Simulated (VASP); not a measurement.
# Si6Sb: single point with LDA

Crystal: Si6Sb.

```
Sb Si
1.0
     4.31867    0.00000    0.00000
     2.15934   -4.99850    0.00000
     0.00000    0.00000  -11.53542
Sb Si
2 12
Direct
  0.27449 0.45102 0.75000
  0.72551 0.54898 0.25000
  0.24696 0.50608 0.46261
  0.75304 0.49392 0.96261
  0.75304 0.49392 0.53739
  0.24696 0.50608 0.03739
  0.55896 0.88208 0.64682
  0.44104 0.11792 0.14682
  0.44104 0.11792 0.35318
  0.55896 0.88208 0.85318
  0.02354 0.95292 0.40181
  0.97646 0.04708 0.90181
  0.97646 0.04708 0.59819
  0.02354 0.95292 0.09819
```

```
Program             : VASP 6.6.1
Task                : single point
Functional          : LDA
Potentials or basis : VASP PAW LDA potentials, release 64 (Sb, Si)
Cutoff              : 520 eV
k mesh              : 8 × 8 × 3
Occupations         : fermi-dirac, width 0.1 eV
Spin                : no spin polarisation
```

The pressure is 2.5 GPa and the largest force is 0.796 eV/Å. The band gap on the k mesh is zero (bands 29 and 30 overlap by 1.30 eV).

Forces on the atoms (eV/Å):
```
Sb   0.000 -0.226  0.000
Sb   0.000  0.226  0.000
Si   0.000 -0.325  0.640
Si   0.000  0.325  0.640
Si   0.000  0.325 -0.640
Si   0.000 -0.325 -0.640
Si   0.000 -0.116 -0.787
Si   0.000  0.116 -0.787
Si   0.000  0.116  0.787
Si   0.000 -0.116  0.787
Si   0.000  0.416  0.560
Si   0.000 -0.416  0.560
Si   0.000 -0.416 -0.560
Si   0.000  0.416 -0.560
```

Stress tensor (GPa, compression positive):
```
2.28 0.00 0.00
0.00 4.56 0.00
0.00 0.00 0.74
```

Levels at points of the mesh, in eV from the Fermi level:
| k point | band 26 | band 27 | band 28 | band 29 | band 30 | band 31 | band 32 | band 33 |
| --- | --- | --- | --- | --- | --- | --- | --- | --- |
| (0.00, 0.00, 0.00) | -1.72 | -1.51 | -1.13 | -0.78 | -0.67 | -0.17 | -0.01 | 0.01 |
| (0.50, 0.00, 0.00) | -1.12 | -0.55 | -0.16 | -0.05 | 0.00 | 0.83 | 1.38 | 2.08 |
| (0.00, 0.50, 0.00) | -0.90 | -0.90 | -0.86 | -0.67 | 0.05 | 0.60 | 0.64 | 0.96 |

Wall time 13 min on 1 thread of Intel Xeon 8259CL (shared host), peak memory 0.47 GiB.

Caveat: spin-orbit coupling is left out, which moves the levels of the heavy elements.
